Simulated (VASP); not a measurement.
# P (Cccm) in VASP: further runs

The runs below take P through single point, with PBE.

All numbers are computed with VASP 6.6.1; they aren't measurements. Logs are shortened: lines on timing, memory, paths and dates and some standing lists are left out, and cuts for length are marked.

## 1. The cell of the first run

It takes space group Cccm (No. 66, orthorhombic). Conventional cell: a = 4.605 Å, b = 11.945 Å, c = 3.305 Å, α = 90.00°, β = 90.00°, γ = 90.00°. P (site symmetry m) has 3 P at 2.23 to 2.26 Å within 2.9 Å.

The cell was generated, and may not be a known phase.

## 2. Single point, PBE

INCAR

```
SYSTEM = P
  PREC = Accurate
  ENCUT = 520
  EDIFF = 1E-6
  ISMEAR = 0
  SIGMA = 0.1
  LREAL = .FALSE.
  LASPH = .TRUE.
  NELM = 60
  ALGO = Normal
  ISIF = 2
  LWAVE = .FALSE.
  LCHARG = .TRUE.
  GGA = PE
  LELF = .TRUE.
  LVHAR = .TRUE.
  NBANDS = 18
```

KPOINTS

```
regular mesh
0
G
  4 4 6
  0 0 0
```

POSCAR

```
P
1.0
    2.3027429000     -5.9723498000      0.0000000000
    2.3027429000      5.9723498000      0.0000000000
    0.0000000000      0.0000000000      3.3046959000
P
4
Direct
    0.6765290000      0.9996620000      0.5000000000
    0.9996620000      0.6765290000      0.0000000000
    0.3234710000      0.0003380000      0.5000000000
    0.0003380000      0.3234710000      0.0000000000
```

Potentials or basis: VASP PAW PBE potentials, release 64 (P).

Launch:

```console
> cat potpaw_PBE.64/P/POTCAR > POTCAR
> mpirun -np 1 vasp_std > vasp.out
```

OUTCAR:

```text
SYSTEM = P
   PREC = Accurate
   ENCUT = 520
   EDIFF = 1E-6
   ISMEAR = 0
   LREAL = .FALSE.
   LASPH = .TRUE.
   NELM = 60
   ISIF = 2
   GGA = PE

 ion  position               nearest neighbor table
   1  0.677  1.000  0.500-   4 2.23   4 2.23   3 2.26
   2  1.000  0.677  0.000-   3 2.23   3 2.23   4 2.26
   3  0.323  0.000  0.500-   2 2.23   2 2.23   1 2.26
   4  0.000  0.323  0.000-   1 2.23   1 2.23   2 2.26

  LATTYP: Found a base centered orthorhombic cell.
 ALAT       =     4.6054858000
 B/A-ratio  =     2.5935808118
 C/A-ratio  =     0.7175564193

  Lattice vectors:

 A1 = (   2.3027429000,  -5.9723498000,   0.0000000000)
 A2 = (   2.3027429000,   5.9723498000,   0.0000000000)
 A3 = (   0.0000000000,   0.0000000000,   3.3046959000)

Analysis of symmetry for initial positions (statically):
=====================================================================
 Subroutine PRICEL returns:
 Original cell was already a primitive cell.

 Routine SETGRP: Setting up the symmetry group for a
 base centered orthorhombic supercell.

 Subroutine GETGRP returns: Found  8 space group operations
 (whereof  4 operations were pure point group operations)
 out of a pool of  8 trial point group operations.

The static configuration has the point symmetry C_2h.
 The point group associated with its full space group is D_2h.

Analysis of symmetry for dynamics (positions and initial velocities):
=====================================================================
 Subroutine PRICEL returns:
 Original cell was already a primitive cell.

 Routine SETGRP: Setting up the symmetry group for a
 base centered orthorhombic supercell.

 Subroutine GETGRP returns: Found  8 space group operations
 (whereof  4 operations were pure point group operations)
 out of a pool of  8 trial point group operations.

The dynamic configuration has the point symmetry C_2h.
 The point group associated with its full space group is D_2h.

 Subroutine INISYM returns: Found  8 space group operations
 (whereof  4 operations are pure point group operations),
 and found     1 'primitive' translations

----------------------------------------------------------------------------------------

                                     Primitive cell

  volume of cell :      90.8976

  direct lattice vectors                    reciprocal lattice vectors
     2.302742900 -5.972349800  0.000000000     0.217132360 -0.083719142  0.000000000
     2.302742900  5.972349800  0.000000000     0.217132360  0.083719142  0.000000000
     0.000000000  0.000000000  3.304695900     0.000000000  0.000000000  0.302599704

  length of vectors
     6.400905170  6.400905170  3.304695900     0.232713034  0.232713034  0.302599704

  position of ions in fractional coordinates (direct lattice)
     0.676529000  0.999662000  0.500000000
     0.999662000  0.676529000  0.000000000
     0.323471000  0.000338000  0.500000000
     0.000338000  0.323471000  0.000000000

  ion indices of the primitive-cell ions
   primitive index   ion index
                 1           1
                 2           2
                 3           3
                 4           4

----------------------------------------------------------------------------------------

 KPOINTS: regular mesh

Automatic generation of k-mesh.
 Grid dimensions read from file:
 generate k-points for:    4    4    6

 Generating k-lattice:

  Cartesian coordinates                     Fractional coordinates (reciprocal lattice)
     0.054283090 -0.020929785  0.000000000     0.250000000  0.000000000  0.000000000
     0.054283090  0.020929785  0.000000000     0.000000000  0.250000000  0.000000000
     0.000000000  0.000000000  0.050433284     0.000000000  0.000000000  0.166666667

  Length of vectors
     0.058178259  0.058178259  0.050433284

  Shift w.r.t. Gamma in fractional coordinates (k-lattice)
     0.000000000  0.000000000  0.000000000

 Subroutine IBZKPT returns following result:
 ===========================================

 Found     28 irreducible k-points:

 Following reciprocal coordinates:
            Coordinates               Weight
  0.000000  0.000000  0.000000      1.000000
  0.250000  0.000000  0.000000      4.000000
  0.500000  0.000000  0.000000      2.000000
  0.250000  0.250000  0.000000      2.000000
  0.500000  0.250000  0.000000      4.000000
 -0.250000  0.250000  0.000000      2.000000
[... 16 lines left out ...]
  0.250000  0.000000  0.500000      4.000000
  0.500000  0.000000  0.500000      2.000000
 [... further k-points ...]
   k-points           NKPTS =     28   k-points in BZ     NKDIM =     28   number of bands    NBANDS=     18
   number of dos      NEDOS =    301   number of ions     NIONS =      4
   total plane-waves  NPLWV =  64512
   dimension x,y,z NGX =    48 NGY =   48 NGZ =   28
   dimension x,y,z NGXF=    96 NGYF=   96 NGZF=   56
   ions per type =               4
   NGX,Y,Z   is equivalent  to a cutoff of  12.47, 12.47, 14.09 a.u.
   NGXF,Y,Z  is equivalent  to a cutoff of  24.93, 24.93, 28.17 a.u.
 SYSTEM =  P
   PREC   = accura    normal or accurate (medium, high low for compatibility)
   ISTART =      0    job   : 0-new  1-cont  2-samecut
   ICHARG =      2    charge: 1-file 2-atom 10-const
   ISPIN  =      1    spin polarized calculation?
   LNONCOLLINEAR =      F non collinear calculations
   LSORBIT =      F    spin-orbit coupling
   LASPH  =      T    aspherical Exc in radial PAW
   ENCUT  =  520.0 eV  38.22 Ry    6.18 a.u.  11.90 11.90  6.14*2*pi/ulx,y,z
   NELM   =     60;   NELMIN=  2; NELMDL= -5     # of ELM steps
   EDIFF  = 0.1E-05   stopping-criterion for ELM
   LREAL  =      F    real-space projection
   EDIFFG = 0.1E-04   stopping-criterion for IOM
   NSW    =      0    number of steps for IOM
   IBRION =     -1    ionic relax: 0-MD 1-quasi-New 2-CG
   NFREE  =      0    steps in history (QN), initial steepest desc. (CG)
   ISIF   =      2    stress and relaxation
   ISYM   =      2    0-nonsym 1-usesym 2-fastsym
   POTIM  = 0.5000    time-step for ionic-motion
   TEBEG  =    0.0;   TEEND  =   0.0 temperature during run
   PSTRESS=    0.0 pullay stress
   NELECT =      20.0000    total number of electrons
   NUPDOWN=      -1.0000    fix difference up-down
   EMIN   =  10.00;   EMAX   =-10.00  energy-range for DOS
   EFERMI =   0.00;   METHOD = LEGACY
   ISMEAR =     0;   SIGMA  =   0.10  broadening in eV -4-tet -1-fermi 0-gaus
   EFERMI_NEDOS =   21; number of points for ismear=-14 and -15
   IALGO  =     38    algorithm
   IMIX   =      4    mixing-type and parameters
     AMIX     =   0.40;   BMIX     =  1.00
     AMIX_MAG =   1.60;   BMIX_MAG =  1.00
  volume/ion in A,a.u.               =      22.72       153.35
  Fermi-wavevector in a.u.,A,eV,Ry     =   0.988327  1.867668 13.290045  0.976791
  Thomas-Fermi vector in A             =   2.119846
   LORBIT       =      0    0 simple, 1 ext, 2 COOP (PROOUT), +10 PAW based schemes
   GGA     = PE    functional components
   LHFCALC =     F    Hartree Fock is set to
   AEXX    =    0.0000 exact exchange contribution
   IVDW    =     0    specifies the selected vdW correction
   LEPSILON=     F    determine dielectric tensor
   LRPA    =     F    only Hartree local field effects (RPA)
 non-spin polarized calculation
 Gauss-broadening in eV      SIGMA  =   0.10
  energy-cutoff  :      520.00
  volume of cell :       90.90
 maximum number of plane-waves:      2472
   NGX = 23   NGY = 23   NGZ = 13

 number of electron      19.9999997 magnetization

 Free energy of the ion-electron system (eV)
  ---------------------------------------------------
  ext. energy  EPLUGINS =         0.00000000
  ---------------------------------------------------
  free energy    TOTEN  =       -21.46802146 eV

  energy without entropy =      -21.46711676  energy(sigma->0) =      -21.46756911

 E-fermi :   4.4541     XC(G=0):  -8.8312

 val. band max:        4.4008103116   @ k =   0.5000   0.5000   0.0000
 cond. band min:       4.5067643171   @ k =   0.0000   0.0000   0.0000
 fundamental gap:      0.1059540056
 Fermi energy:         4.4541184846

 k-point     1 :       0.0000    0.0000    0.0000
  band No.  band energies     occupation
      1     -10.7356      2.00000
      2      -8.1595      2.00000
      3      -4.8943      2.00000
      4      -1.7593      2.00000
      5      -0.6123      2.00000
      6      -0.0816      2.00000
[... 10 lines left out ...]
     17      10.3750      0.00000
     18      11.8344      0.00000

 k-point     2 :       0.2500    0.0000    0.0000
  band No.  band energies     occupation
      1     -10.4291      2.00000
      2      -8.6073      2.00000
      3      -4.8631      2.00000
      4      -2.8250      2.00000
      5      -0.1328      2.00000
      6       1.0101      2.00000
[... 10 lines left out ...]
     17      10.8699      0.00000
     18      11.2723      0.00000

 k-point     3 :       0.5000    0.0000    0.0000
  band No.  band energies     occupation
      1      -9.6367      2.00000
      2      -9.5587      2.00000
      3      -4.2179      2.00000
      4      -4.1694      2.00000
      5       1.1620      2.00000
      6       1.2977      2.00000
[... 10 lines left out ...]
     17      10.5098      0.00000
     18      10.6321      0.00000

 k-point     4 :       0.2500    0.2500    0.0000
  band No.  band energies     occupation
      1      -9.6382      2.00000
      2      -9.5570      2.00000
      3      -4.3031      2.00000
      4      -4.0762      2.00000
      5       0.8154      2.00000
      6       1.6791      2.00000
[... 375 lines left out ...]
      4      -5.1405      2.00000
      5      -0.7342      2.00000
      6      -0.7342      2.00000
[... 10 lines left out ...]
     17      11.0411      0.00000
     18      11.0411      0.00000

 k-point    23 :       0.2500    0.0000    0.5000
  band No.  band energies     occupation
      1      -7.7677      2.00000
      2      -7.7521      2.00000
      3      -5.3566      2.00000
      4      -5.2993      2.00000
      5      -0.9297      2.00000
      6      -0.8166      2.00000
[... 10 lines left out ...]
     17      10.5719      0.00000
     18      12.0148      0.00000

 k-point    24 :       0.5000    0.0000    0.5000
  band No.  band energies     occupation
      1      -7.5734      2.00000
      2      -7.5310      2.00000
      3      -5.6328      2.00000
      4      -5.5114      2.00000
      5      -0.7911      2.00000
      6      -0.6000      2.00000
[... 10 lines left out ...]
     17      10.1262      0.00000
     18      11.3837      0.00000

 [... further k-points ...]
[... 5 lines left out ...]
  --------------------------------------------------------------------------------------
  -------------------------------------------------------------------------------------
  Total       -0.2206139     -0.2191723      0.0258869      0.0000000      0.0000000      0.0000000
  in kB       -3.8885813     -3.8631720      0.4562870      0.0000000      0.0000000      0.0000000
  external PRESSURE =      -2.4318221 kB  Pullay stress =       0.0000000 kB

 VOLUME and BASIS-vectors are now :
 -----------------------------------------------------------------------------
  energy-cutoff  :      520.00
  volume of cell :       90.90
      direct lattice vectors                 reciprocal lattice vectors
     2.302742900 -5.972349800  0.000000000     0.217132360 -0.083719142  0.000000000
     2.302742900  5.972349800  0.000000000     0.217132360  0.083719142  0.000000000
     0.000000000  0.000000000  3.304695900     0.000000000  0.000000000  0.302599704

 POSITION                                       TOTAL-FORCE (eV/Angst)
 -----------------------------------------------------------------------------------
      3.85984      1.92986      1.65235         0.027878      0.036904      0.000000
      3.85984     -1.92986      0.00000         0.027878     -0.036904     -0.000000
      0.74565     -1.92986      1.65235        -0.027878     -0.036904      0.000000
      0.74565      1.92986      0.00000        -0.027878      0.036904      0.000000
 -----------------------------------------------------------------------------------
    total drift:                                0.000000     -0.000000      0.000000

  FREE ENERGIE OF THE ION-ELECTRON SYSTEM (eV)
  ---------------------------------------------------
  free  energy   TOTEN  =       -21.4680214627 eV

  energy  without entropy=      -21.4671167595  energy(sigma->0) =      -21.46756911
```

It took 30 s on 1 thread of Intel Xeon 6975P-C (Granite Rapids), shared host; peak memory 0.23 GiB.

What came out:

```yaml
Free_energy: -21.4680 eV
Pressure: -0.2 GPa
Largest_force: 0.046 eV/Å
Band_gap_on_the_k_mesh: zero (bands 10 and 11 overlap by 0.11 eV)
```

Forces in eV/Å, atoms in the order of the input:
```
P    0.028  0.037  0.000
P    0.028 -0.037  0.000
P   -0.028 -0.037  0.000
P   -0.028  0.037  0.000
```

Caveat: the k points lie up to 0.37 Å⁻¹ apart.

## 3. Single point, PBE

INCAR

```
ALGO = Normal
EDIFF = 1E-6
ENCUT = 520
GGA = PE
ISIF = 2
ISMEAR = 0
LASPH = T
LCHARG = F
LREAL = F
LWAVE = F
NBANDS = 18
NELM = 80
PREC = Accurate
SIGMA = 0.1
```

KPOINTS

```
k-points
0
Gamma
  12 12 14
```

POSCAR is that of step 2.

Potentials or basis: VASP PAW PBE potentials, release 64 (P).

Launch:

```console
> cat potpaw_PBE.64/P/POTCAR > POTCAR
> mpirun -np 1 vasp_std > vasp.out
```

It took 4.6 min on 1 thread of Intel Xeon 6975P-C (Granite Rapids), shared host; peak memory 0.51 GiB.

It converged, with:

```yaml
Free_energy: -21.4869 eV
Pressure: -0.3 GPa
Largest_force: 0.051 eV/Å
Band_gap_on_the_k_mesh: zero (bands 10 and 11 overlap by 0.11 eV)
```

Forces in eV/Å, atoms in the order of the input:
```
P    0.036  0.036  0.000
P    0.036 -0.036  0.000
P   -0.036 -0.036  0.000
P   -0.036  0.036  0.000
```

Levels at points of the mesh, in eV from the Fermi level:
| k point | band 7 | band 8 | band 9 | band 10 | band 11 | band 12 | band 13 | band 14 |
| --- | --- | --- | --- | --- | --- | --- | --- | --- |
| (0.00, 0.00, 0.00) | -3.60 | -2.29 | -1.96 | 0.02 | 1.30 | 1.57 | 2.49 | 3.07 |
| (0.50, 0.00, 0.00) | -2.81 | -2.75 | -1.59 | -1.34 | 1.71 | 1.95 | 3.34 | 3.39 |
| (0.50, 0.50, 0.00) | -3.55 | -2.04 | -1.49 | -0.60 | -0.09 | 1.45 | 2.32 | 3.03 |
| (0.00, 0.00, 0.50) | -2.96 | -2.96 | -2.46 | -2.46 | 1.05 | 1.05 | 1.71 | 1.71 |
| (0.50, 0.00, 0.50) | -4.92 | -4.82 | -1.44 | -1.42 | 1.53 | 2.71 | 3.58 | 3.63 |
| (0.50, 0.50, 0.50) | -3.00 | -3.00 | -2.01 | -2.01 | 0.84 | 0.84 | 2.08 | 2.08 |

## 4. Single point, PBE

INCAR

```
SYSTEM = P
ALGO = Normal
EDIFF = 1E-7
ENCUT = 520
GGA = PE
ISIF = 2
ISMEAR = 0
LASPH = .TRUE.
LCHARG = .TRUE.
LELF = .TRUE.
LREAL = .FALSE.
LVHAR = .TRUE.
LWAVE = .FALSE.
NBANDS = 18
NELM = 100
PREC = Accurate
SIGMA = 0.1
```

KPOINTS

```
k-points
0
G
  12 12 14
  0 0 0
```

POSCAR is that of step 3.

Launch:

```console
> cat potpaw_PBE.64/P/POTCAR > POTCAR
> mpirun -np 1 vasp_std > vasp.out
```

Wall time 6.4 min (1 thread of Intel Xeon 6975P-C (Granite Rapids), shared host); peak memory 0.51 GiB.

The run converged. Its results:

* Free energy: -21.4869 eV
* Pressure: -0.3 GPa
* Largest force: 0.051 eV/Å
* Band gap on the k mesh: zero (bands 10 and 11 overlap by 0.11 eV)

Forces in eV/Å, atoms in the order of the input:
```
P    0.036  0.036  0.000
P    0.036 -0.036  0.000
P   -0.036 -0.036  0.000
P   -0.036  0.036  0.000
```

Levels at points of the mesh, in eV from the Fermi level:
| k point | band 7 | band 8 | band 9 | band 10 | band 11 | band 12 | band 13 | band 14 |
| --- | --- | --- | --- | --- | --- | --- | --- | --- |
| (0.00, 0.00, 0.00) | -3.60 | -2.29 | -1.96 | 0.02 | 1.30 | 1.57 | 2.49 | 3.07 |
| (0.50, 0.00, 0.00) | -2.81 | -2.75 | -1.59 | -1.34 | 1.71 | 1.95 | 3.34 | 3.39 |
| (0.50, 0.50, 0.00) | -3.55 | -2.04 | -1.49 | -0.60 | -0.09 | 1.45 | 2.32 | 3.03 |
| (0.00, 0.00, 0.50) | -2.96 | -2.96 | -2.46 | -2.46 | 1.05 | 1.05 | 1.71 | 1.71 |
| (0.50, 0.00, 0.50) | -4.92 | -4.82 | -1.44 | -1.42 | 1.53 | 2.71 | 3.58 | 3.63 |
| (0.50, 0.50, 0.50) | -3.00 | -3.00 | -2.01 | -2.01 | 0.84 | 0.84 | 2.08 | 2.08 |

The gap in the log of VASP goes by the Fermi energy; the results here count the filled bands.